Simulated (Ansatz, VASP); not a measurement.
**Cu: VASP beside Ansatz**

INCAR

```
SYSTEM = Cu
PREC = Accurate ; ENCUT = 520
EDIFF = 1E-8 ; ISMEAR = -1
SIGMA = 0.03 ; LREAL = .FALSE.
LASPH = .TRUE. ; NELM = 100
ALGO = Normal ; ISIF = 2
LWAVE = .FALSE. ; LCHARG = .FALSE.
GGA = PE ; LEFG = .TRUE.
NBANDS = 12
```

KPOINTS

```
regular mesh
0
G
  20 20 20
  0 0 0
```

File POSCAR:

```
Cu
1.0
    0.0000000000      1.8027035214      1.8027035214
    1.8027035214      0.0000000000      1.8027035214
    1.8027035214      1.8027035214      0.0000000000
Cu
1
Direct
    0.0000000000      0.0000000000      0.0000000000
```

Input for Ansatz:

```yaml
crystal:
  lattice:
    - [0.0, 1.8027035214, 1.8027035214]
    - [1.8027035214, 0.0, 1.8027035214]
    - [1.8027035214, 1.8027035214, 0.0]
  atoms:
    - { symbol: Cu, position: [0.0, 0.0, 0.0] }
kpoints:
  mp_grid: { grid: [20, 20, 20] }
scf:
  occupations: { method: fermi_dirac, width: 0.03 }
hamiltonian:
  xc: pbe
  pseudopotentials: { kind: paw }
output:
  forces: true
  stress: true
  eigenvalues: true
  efg: { contact_densities: true }
```

Change from the starting cell: volume scaled by 0.98, PAW files.

Alike in both runs: task electric field gradients; functional PBE; k mesh 20 × 20 × 20; occupations fermi-dirac, width 0.03 eV; no spin polarisation.

|  | VASP | Ansatz |
| --- | --- | --- |
| version | VASP 6.6.1 | Ansatz 0.2.0 |
| potentials or method | VASP PAW PBE potentials, release 64 (Cu) | PAW with Ansatz's default frozen-core files, scalar-relativistic |
| plane-wave cutoff (eV) | 520 | 420 |
| valence electrons in the cell | 11 | 19 |

Ansatz gave:

```
pressure (GPa) : 3.0
```

Question: What did VASP give for the same quantities?

Answer: Pressure (GPa): 3.5.

VASP's potentials hold 11 valence electrons a cell and Ansatz's 19, so a difference there can come from the potentials and not from the codes.
